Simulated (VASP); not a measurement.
# Ta (Im-3m) in VASP: a series of runs

The runs below take Ta through single point, with PBE.

Everything below comes from runs of VASP 6.6.1. Logs are shortened: lines on timing, memory, paths and dates and some standing lists are left out, and cuts for length are marked.

### 1 The cell of the first run

The structure is cubic, space group Im-3m (No. 229). The conventional cell has a = 3.310 Å, b = 3.310 Å, c = 3.310 Å, α = 90.00°, β = 90.00°, γ = 90.00°. Within 3.8 Å of Ta (site symmetry m-3m) lie 14 Ta at 2.87 to 3.31 Å.

### 2 Single point, PBE

INCAR

```
SYSTEM = Ta
  ALGO = Fast
  EDIFF = 1E-6
  ENCUT = 520
  GGA = PE
  ISIF = 2
  ISMEAR = 0
  LASPH = .TRUE.
  LCHARG = .FALSE.
  LREAL = .FALSE.
  LWAVE = .FALSE.
  NBANDS = 12
  NELM = 80
  PREC = Accurate
  SIGMA = 0.1
```

KPOINTS

```
k-points
0
G
  8 8 8
  0 0 0
```

POSCAR

```
Ta
1.0
   -1.6549278100      1.6549278100      1.6549278100
    1.6549278100     -1.6549278100      1.6549278100
    1.6549278100      1.6549278100     -1.6549278100
Ta
1
Direct
    0.0000000000      0.0000000000      0.0000000000
```

Potentials or basis: VASP PAW PBE potentials, release 64 (Ta_pv).

On the command line:

```console
$ cat potpaw_PBE.64/Ta_pv/POTCAR > POTCAR
$ mpirun -np 1 vasp_std > vasp.out
```

OUTCAR:

```text
SYSTEM = Ta
   EDIFF = 1E-6
   ENCUT = 520
   GGA = PE
   ISIF = 2
   ISMEAR = 0
   LASPH = .TRUE.
   LREAL = .FALSE.
   NELM = 80
   PREC = Accurate

 ion  position               nearest neighbor table
   1  0.000  0.000  0.000-

  LATTYP: Found a body centered cubic cell.
 ALAT       =     3.3098556200

  Lattice vectors:

 A1 = (  -1.6549278100,   1.6549278100,   1.6549278100)
 A2 = (   1.6549278100,  -1.6549278100,   1.6549278100)
 A3 = (   1.6549278100,   1.6549278100,  -1.6549278100)

Analysis of symmetry for initial positions (statically):
=====================================================================
 Subroutine PRICEL returns:
 Original cell was already a primitive cell.

 Routine SETGRP: Setting up the symmetry group for a
 body centered cubic supercell.

 Subroutine GETGRP returns: Found 48 space group operations
 (whereof 48 operations were pure point group operations)
 out of a pool of 48 trial point group operations.

The static configuration has the point symmetry O_h .

Analysis of symmetry for dynamics (positions and initial velocities):
=====================================================================
 Subroutine PRICEL returns:
 Original cell was already a primitive cell.

 Routine SETGRP: Setting up the symmetry group for a
 body centered cubic supercell.

 Subroutine GETGRP returns: Found 48 space group operations
 (whereof 48 operations were pure point group operations)
 out of a pool of 48 trial point group operations.

The dynamic configuration has the point symmetry O_h .

 Subroutine INISYM returns: Found 48 space group operations
 (whereof 48 operations are pure point group operations),
 and found     1 'primitive' translations

----------------------------------------------------------------------------------------

                                     Primitive cell

  volume of cell :      18.1300

  direct lattice vectors                    reciprocal lattice vectors
    -1.654927810  1.654927810  1.654927810     0.000000000  0.302127982  0.302127982
     1.654927810 -1.654927810  1.654927810     0.302127982  0.000000000  0.302127982
     1.654927810  1.654927810 -1.654927810     0.302127982  0.302127982  0.000000000

  length of vectors
     2.866419050  2.866419050  2.866419050     0.427273490  0.427273490  0.427273490

  position of ions in fractional coordinates (direct lattice)
     0.000000000  0.000000000  0.000000000

  ion indices of the primitive-cell ions
   primitive index   ion index
                 1           1

----------------------------------------------------------------------------------------

 KPOINTS: k-points

Automatic generation of k-mesh.
 Grid dimensions read from file:
 generate k-points for:    8    8    8

 Generating k-lattice:

  Cartesian coordinates                     Fractional coordinates (reciprocal lattice)
     0.000000000  0.037765998  0.037765998     0.125000000  0.000000000  0.000000000
     0.037765998  0.000000000  0.037765998     0.000000000  0.125000000  0.000000000
     0.037765998  0.037765998  0.000000000     0.000000000  0.000000000  0.125000000

  Length of vectors
     0.053409186  0.053409186  0.053409186

  Shift w.r.t. Gamma in fractional coordinates (k-lattice)
     0.000000000  0.000000000  0.000000000

 Subroutine IBZKPT returns following result:
 ===========================================

 Found     29 irreducible k-points:

 Following reciprocal coordinates:
            Coordinates               Weight
  0.000000  0.000000  0.000000      1.000000
  0.125000  0.000000  0.000000     12.000000
  0.250000  0.000000  0.000000     12.000000
  0.375000  0.000000  0.000000     12.000000
  0.500000  0.000000  0.000000      6.000000
  0.125000  0.125000  0.000000     24.000000
[... 16 lines left out ...]
 -0.250000  0.250000  0.250000      6.000000
 -0.375000  0.375000  0.250000     24.000000
 [... further k-points ...]
   k-points           NKPTS =     29   k-points in BZ     NKDIM =     29   number of bands    NBANDS=     12
   number of dos      NEDOS =    301   number of ions     NIONS =      1
   total plane-waves  NPLWV =  13824
   dimension x,y,z NGX =    24 NGY =   24 NGZ =   24
   dimension x,y,z NGXF=    48 NGYF=   48 NGZF=   48
   ions per type =               1
   NGX,Y,Z   is equivalent  to a cutoff of  13.92, 13.92, 13.92 a.u.
   NGXF,Y,Z  is equivalent  to a cutoff of  27.84, 27.84, 27.84 a.u.
 SYSTEM =  Ta
   PREC   = accura    normal or accurate (medium, high low for compatibility)
   ISTART =      0    job   : 0-new  1-cont  2-samecut
   ICHARG =      2    charge: 1-file 2-atom 10-const
   ISPIN  =      1    spin polarized calculation?
   LNONCOLLINEAR =      F non collinear calculations
   LSORBIT =      F    spin-orbit coupling
   LASPH  =      T    aspherical Exc in radial PAW
   ENCUT  =  520.0 eV  38.22 Ry    6.18 a.u.   5.33  5.33  5.33*2*pi/ulx,y,z
   NELM   =     80;   NELMIN=  2; NELMDL= -5     # of ELM steps
   EDIFF  = 0.1E-05   stopping-criterion for ELM
   LREAL  =      F    real-space projection
   EDIFFG = 0.1E-04   stopping-criterion for IOM
   NSW    =      0    number of steps for IOM
   IBRION =     -1    ionic relax: 0-MD 1-quasi-New 2-CG
   NFREE  =      0    steps in history (QN), initial steepest desc. (CG)
   ISIF   =      2    stress and relaxation
   ISYM   =      2    0-nonsym 1-usesym 2-fastsym
   POTIM  = 0.5000    time-step for ionic-motion
   TEBEG  =    0.0;   TEEND  =   0.0 temperature during run
   PSTRESS=    0.0 pullay stress
   NELECT =      11.0000    total number of electrons
   NUPDOWN=      -1.0000    fix difference up-down
   EMIN   =  10.00;   EMAX   =-10.00  energy-range for DOS
   EFERMI =   0.00;   METHOD = LEGACY
   ISMEAR =     0;   SIGMA  =   0.10  broadening in eV -4-tet -1-fermi 0-gaus
   EFERMI_NEDOS =   21; number of points for ismear=-14 and -15
   IALGO  =     68    algorithm
   IMIX   =      4    mixing-type and parameters
     AMIX     =   0.40;   BMIX     =  1.00
     AMIX_MAG =   1.60;   BMIX_MAG =  1.00
  volume/ion in A,a.u.               =      18.13       122.35
  Fermi-wavevector in a.u.,A,eV,Ry     =   1.385926  2.619020 26.133942  1.920791
  Thomas-Fermi vector in A             =   2.510290
   LORBIT       =      0    0 simple, 1 ext, 2 COOP (PROOUT), +10 PAW based schemes
   GGA     = PE    functional components
   LHFCALC =     F    Hartree Fock is set to
   AEXX    =    0.0000 exact exchange contribution
   IVDW    =     0    specifies the selected vdW correction
   LEPSILON=     F    determine dielectric tensor
   LRPA    =     F    only Hartree local field effects (RPA)
 non-spin polarized calculation
 RMM-DIIS sequential band-by-band and
 Gauss-broadening in eV      SIGMA  =   0.10
  energy-cutoff  :      520.00
  volume of cell :       18.13
 maximum number of plane-waves:       496
 NGX is ok and might be reduce to    24
   NGX = 11   NGY = 11   NGZ = 11

 number of electron      11.0000001 magnetization

 Free energy of the ion-electron system (eV)
  ---------------------------------------------------
  ext. energy  EPLUGINS =         0.00000000
  ---------------------------------------------------
  free energy    TOTEN  =       -11.83635921 eV

  energy without entropy =      -11.83242237  energy(sigma->0) =      -11.83439079

 E-fermi :   5.4565     XC(G=0): -12.5790

 val. band max:        5.3595326198   @ k =   0.2500   0.0000   0.0000
 cond. band min:       5.5065877811   @ k =  -0.2500   0.2500   0.1250
 fundamental gap:      0.1470551613
 Fermi energy:         5.4564639380

 k-point     1 :       0.0000    0.0000    0.0000
  band No.  band energies     occupation
      1     -27.6334      2.00000
      2     -27.6334      2.00000
      3     -27.6334      2.00000
      4      -2.4586      2.00000
      5       6.1842      0.00000
      6       6.1842      0.00000
      7       6.1842      0.00000
      8       9.4317      0.00000
      9       9.4317      0.00000
     10      20.4101      0.00000
     11      20.4101      0.00000
     12      20.4101      0.00000

 k-point     2 :       0.1250    0.0000    0.0000
  band No.  band energies     occupation
      1     -27.8148      2.00000
      2     -27.6896      2.00000
      3     -27.6344      2.00000
      4      -1.7871      2.00000
      5       5.7658      0.00001
      6       6.0043      0.00000
      7       6.8566      0.00000
      8       8.9020      0.00000
      9       9.4447      0.00000
     10      20.9342      0.00000
     11      21.5910      0.00000
     12      21.9606      0.00000

 k-point     3 :       0.2500    0.0000    0.0000
  band No.  band energies     occupation
      1     -28.2331      2.00000
      2     -27.8229      2.00000
      3     -27.6368      2.00000
      4      -0.1766      2.00000
      5       4.9060      2.00000
      6       5.3595      1.82957
      7       8.7631      0.00000
      8       8.8506      0.00000
      9       9.6164      0.00000
     10      20.1460      0.00000
     11      20.5683      0.00000
     12      22.1041      0.00000
[... 286 lines left out ...]
 k-point    23 :      -0.2500    0.2500    0.2500
  band No.  band energies     occupation
      1     -28.2554      2.00000
      2     -28.0278      2.00000
      3     -28.0278      2.00000
      4       1.7239      2.00000
      5       4.5228      2.00000
      6       6.6995      0.00000
      7       6.6995      0.00000
      8       8.6334      0.00000
      9      10.4410      0.00000
     10      19.9890      0.00000
     11      20.1968      0.00000
     12      24.7199      0.00000

 k-point    24 :      -0.3750    0.3750    0.2500
  band No.  band energies     occupation
      1     -28.4929      2.00000
      2     -28.1682      2.00000
      3     -28.0625      2.00000
      4       2.6243      2.00000
      5       3.4832      2.00000
      6       6.7102      0.00000
      7       7.3901      0.00000
      8      10.8414      0.00000
      9      10.9269      0.00000
     10      19.3408      0.00000
     11      20.1636      0.00000
     12      21.6319      0.00000

 [... further k-points ...]
[... 5 lines left out ...]
  --------------------------------------------------------------------------------------
  -------------------------------------------------------------------------------------
  Total       -0.0254342     -0.0254342     -0.0254342      0.0000000      0.0000000     -0.0000000
  in kB       -2.2476650     -2.2476650     -2.2476650      0.0000000      0.0000000     -0.0000000
  external PRESSURE =      -2.2476650 kB  Pullay stress =       0.0000000 kB

 VOLUME and BASIS-vectors are now :
 -----------------------------------------------------------------------------
  energy-cutoff  :      520.00
  volume of cell :       18.13
      direct lattice vectors                 reciprocal lattice vectors
    -1.654927810  1.654927810  1.654927810     0.000000000  0.302127982  0.302127982
     1.654927810 -1.654927810  1.654927810     0.302127982  0.000000000  0.302127982
     1.654927810  1.654927810 -1.654927810     0.302127982  0.302127982  0.000000000

 POSITION                                       TOTAL-FORCE (eV/Angst)
 -----------------------------------------------------------------------------------
      0.00000      0.00000      0.00000         0.000000      0.000000      0.000000
 -----------------------------------------------------------------------------------
    total drift:                                0.000000      0.000000     -0.000000

  FREE ENERGIE OF THE ION-ELECTRON SYSTEM (eV)
  ---------------------------------------------------
  free  energy   TOTEN  =       -11.8363592098 eV

  energy  without entropy=      -11.8324223730  energy(sigma->0) =      -11.83439079
```

It took 5.3 s on 1 thread of Intel Xeon Platinum 8259CL at 2.50GHz (Skylake/Cascade Lake), shared host; peak memory 0.14 GiB.

What came out:

```yaml
Free_energy: -11.8364 eV
Pressure: -0.2 GPa
```

Levels at points of the mesh, in eV from the Fermi level:
| k point | band 1 | band 2 | band 3 | band 4 | band 5 | band 6 | band 7 | band 8 | band 9 | band 10 |
| --- | --- | --- | --- | --- | --- | --- | --- | --- | --- | --- |
| (0.00, 0.00, 0.00) | -33.09 | -33.09 | -33.09 | -7.92 | 0.73 | 0.73 | 0.73 | 3.98 | 3.98 | 14.95 |
| (0.50, 0.00, 0.00) | -34.24 | -33.46 | -33.10 | -4.37 | -1.53 | 1.53 | 3.85 | 4.88 | 7.73 | 11.62 |
| (0.50, 0.50, 0.50) | -33.89 | -33.89 | -33.89 | -3.78 | -3.78 | 6.78 | 6.78 | 6.78 | 8.58 | 8.58 |

Caveat: spin-orbit coupling is left out, which moves the levels of the heavy elements.

### 3 Single point, PBE

This run uses another cell than the first one, of 18.28 Å³/atom, 1.008 times its volume.

INCAR

```
SYSTEM = Ta
PREC     = Accurate       ! precision mode
ENCUT    = 520            ! plane-wave cutoff, eV
EDIFF    = 1E-7           ! SCF threshold, eV
ISMEAR   = 0              ! smearing method
SIGMA    = 0.1            ! smearing width, eV
LREAL    = .False.        ! projectors in reciprocal space
LASPH    = .True.         ! aspherical terms in the spheres
NELM     = 60             ! most SCF steps
ALGO     = Normal         ! electronic algorithm
ISIF     = 2              ! what is computed and relaxed
LWAVE    = .False.        ! write WAVECAR
LCHARG   = .False.        ! write CHGCAR
GGA      = PE             ! functional
NBANDS   = 12             ! bands
```

KPOINTS

```
regular mesh
0
Gamma
  18 18 18
  0 0 0
```

POSCAR

```
Ta
1.0
   -1.6594766944      1.6594766944      1.6594766944
    1.6594766944     -1.6594766944      1.6594766944
    1.6594766944      1.6594766944     -1.6594766944
Ta
1
Direct
    0.0000000000      0.0000000000      0.0000000000
```

Potentials or basis: VASP PAW PBE potentials, release 64 (Ta_pv).

On the command line:

```console
$ cat potpaw_PBE.64/Ta_pv/POTCAR > POTCAR
$ mpirun -np 1 vasp_std > vasp.out
```

OUTCAR:

```text
SYSTEM = Ta
   PREC = Accurate
   ENCUT = 520
   EDIFF = 1E-7
   ISMEAR = 0
   LREAL = .False.
   LASPH = .True.
   NELM = 60
   ISIF = 2
   GGA = PE

 ion  position               nearest neighbor table
   1  0.000  0.000  0.000-

  LATTYP: Found a body centered cubic cell.
 ALAT       =     3.3189533888

  Lattice vectors:

 A1 = (  -1.6594766944,   1.6594766944,   1.6594766944)
 A2 = (   1.6594766944,  -1.6594766944,   1.6594766944)
 A3 = (   1.6594766944,   1.6594766944,  -1.6594766944)

Analysis of symmetry for initial positions (statically):
=====================================================================
 Subroutine PRICEL returns:
 Original cell was already a primitive cell.

 Routine SETGRP: Setting up the symmetry group for a
 body centered cubic supercell.

 Subroutine GETGRP returns: Found 48 space group operations
 (whereof 48 operations were pure point group operations)
 out of a pool of 48 trial point group operations.

The static configuration has the point symmetry O_h .

Analysis of symmetry for dynamics (positions and initial velocities):
[... 160 lines left out ...]
 val. band max:        5.3563275758   @ k =   0.1111   0.1111   0.0000
 cond. band min:       5.3793627166   @ k =   0.3333   0.1667   0.0556
 fundamental gap:      0.0230351408
 Fermi energy:         5.3770964534

 k-point     1 :       0.0000    0.0000    0.0000
  band No.  band energies     occupation
      1     -27.7622      2.00000
      2     -27.7622      2.00000
      3     -27.7622      2.00000
      4      -2.4922      2.00000
      5       6.1020      0.00000
      6       6.1020      0.00000
      7       6.1020      0.00000
      8       9.3228      0.00000
      9       9.3228      0.00000
     10      20.0153      0.00000
     11      20.3079      0.00000
     12      20.3079      0.00000
[... 331 lines left out ...]
 k-point    24 :       0.3889    0.1111   -0.0000
  band No.  band energies     occupation
      1     -28.8106      2.00000
      2     -28.1545      2.00000
      3     -27.8177      2.00000
      4       1.4390      2.00000
      5       3.9847      2.00000
      6       5.9834      0.00000
      7       9.0687      0.00000
      8      10.3358      0.00000
      9      13.1219      0.00000
     10      16.6492      0.00000
     11      18.2630      0.00000
     12      20.0226      0.00000

 [... further k-points ...]
[... 5 lines left out ...]
  --------------------------------------------------------------------------------------
  -------------------------------------------------------------------------------------
  Total        0.0076844      0.0076844      0.0076844     -0.0000000      0.0000000     -0.0000000
  in kB        0.6735146      0.6735146      0.6735146     -0.0000000      0.0000000     -0.0000000
  external PRESSURE =       0.6735146 kB  Pullay stress =       0.0000000 kB

 VOLUME and BASIS-vectors are now :
 -----------------------------------------------------------------------------
  energy-cutoff  :      520.00
  volume of cell :       18.28
      direct lattice vectors                 reciprocal lattice vectors
    -1.659476694  1.659476694  1.659476694     0.000000000  0.301299802  0.301299802
     1.659476694 -1.659476694  1.659476694     0.301299802  0.000000000  0.301299802
     1.659476694  1.659476694 -1.659476694     0.301299802  0.301299802  0.000000000

 POSITION                                       TOTAL-FORCE (eV/Angst)
 -----------------------------------------------------------------------------------
      0.00000      0.00000      0.00000         0.000000      0.000000      0.000000
 -----------------------------------------------------------------------------------
    total drift:                                0.000000      0.000000     -0.000000

  FREE ENERGIE OF THE ION-ELECTRON SYSTEM (eV)
  ---------------------------------------------------
  free  energy   TOTEN  =       -11.8163218215 eV

  energy  without entropy=      -11.8102347972  energy(sigma->0) =      -11.81327831
```

stdout:

```text
POSCAR found type information on POSCAR Ta
 POSCAR found :  1 types and       1 ions
 scaLAPACK will be used
 LDA part: xc-table for (Slater+PW92), standard interpolation
 POSCAR, INCAR and KPOINTS ok, starting setup
 FFT: planning ... GRIDC
 FFT: planning ... GRID_SOFT
 FFT: planning ... GRID
 WAVECAR not read
 entering main loop
```

Wall time 19 s (1 thread of Intel Xeon Platinum 8259CL at 2.50GHz (Skylake/Cascade Lake), shared host); peak memory 0.17 GiB.

What came out:

| Property | Result |
| --- | --- |
| Free energy | -11.8163 eV |
| Pressure | 0.1 GPa |

Levels at points of the mesh, in eV from the Fermi level:
| k point | band 2 | band 3 | band 4 | band 5 | band 6 | band 7 | band 8 | band 9 |
| --- | --- | --- | --- | --- | --- | --- | --- | --- |
| (0.00, 0.00, 0.00) | -33.14 | -33.14 | -7.87 | 0.72 | 0.72 | 0.72 | 3.95 | 3.95 |
| (0.50, 0.00, 0.00) | -33.50 | -33.15 | -4.32 | -1.51 | 1.51 | 3.82 | 4.83 | 7.64 |
| (0.50, 0.50, 0.50) | -33.92 | -33.92 | -3.72 | -3.72 | 6.71 | 6.71 | 6.71 | 8.51 |

Caveat: spin-orbit coupling is left out, which moves the levels of the heavy elements.

(Part 1 of 2 ends here.)
